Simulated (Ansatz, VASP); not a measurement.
CdHg3Se4 in VASP and in Ansatz

```
Cd Hg Se
1.0
     6.24447    0.00000    0.00000
     0.00000    6.24447    0.00000
     0.00000    0.00000    6.24447
Cd Hg Se
1 3 4
Direct
  0.00000 0.00000 0.00000
  0.50000 0.00000 0.50000
  0.50000 0.50000 0.00000
  0.00000 0.50000 0.50000
  0.75150 0.24850 0.24850
  0.75150 0.75150 0.75150
  0.24850 0.24850 0.75150
  0.24850 0.75150 0.24850
```

Alike in both runs: task relaxation of cell and atoms; functional PBE; k mesh 6 × 6 × 6; occupations gaussian, width 0.1 eV; no spin polarisation.

|  | VASP | Ansatz |
| --- | --- | --- |
| version | VASP 6.6.1 | Ansatz 0.2.0 |
| potentials or method | VASP PAW PBE potentials, release 64 (Cd, Hg, Se), cutoff 600 eV | scalar-relativistic, plane waves, PAW |
| valence electrons in the cell | 72 | 144 |

VASP gave:

```
gap on the k mesh at the Fermi level, each at its own relaxed structure (eV) : none
relaxed volume (Å³/atom)                                                     : 30.62
relaxed cell length with the largest relative difference (Å)                 : 6.257
```

Question: Estimate Ansatz's values.

Answer: gap on the k mesh at the Fermi level, each at its own relaxed structure (eV): none; relaxed volume (Å³/atom): 30.44; relaxed cell length with the largest relative difference (Å): 6.244.

A gap of «none» marks a metal or a gap that the smearing closes. VASP's potentials hold 72 valence electrons a cell and Ansatz's 144, so a difference there can come from the potentials and not from the codes.

Spin-orbit coupling is off throughout.
